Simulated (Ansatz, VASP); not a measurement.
**Sn4SeS3: VASP beside Ansatz**

```
Sn Se S
1.0
     4.17598    0.00000    0.00000
     0.00000    4.17598    0.00000
     0.00000    0.00000   11.80666
Sn Se S
4 1 3
Direct
  0.00000 0.00000 0.00000
  0.50000 0.50000 0.24474
  0.00000 0.00000 0.50000
  0.50000 0.50000 0.75526
  0.50000 0.50000 0.50000
  0.00000 0.00000 0.75188
  0.50000 0.50000 0.00000
  0.00000 0.00000 0.24812
```

Alike in both runs: functional PBE; k mesh 8 × 8 × 4; occupations gaussian, width 0.02 eV; no spin polarisation.

Ansatz relaxed the structure, and its values are those at the end. VASP's run is a single point on that final structure, the one shown.

|  | VASP | Ansatz |
| --- | --- | --- |
| version | VASP 6.6.1 | Ansatz 0.2.0 |
| potentials or method | VASP PAW PBE potentials, release 64 (Sn_d, Se, S), cutoff 520 eV | scalar-relativistic, plane waves, PAW |
| valence electrons in the cell | 80 | 90 |

|  | VASP | Ansatz | Ansatz less VASP |
| --- | --- | --- | --- |
| gap on the k mesh at the Fermi level (eV) | 0.13 | 0.13 | 0.000 |
| least direct gap on the mesh (eV) | 0.13 | 0.13 | 0.000 |
| pressure (GPa) | 0.0 | 0.0 | +0.04 |

VASP's potentials hold 80 valence electrons a cell and Ansatz's 90, so a difference there can come from the potentials and not from the codes.
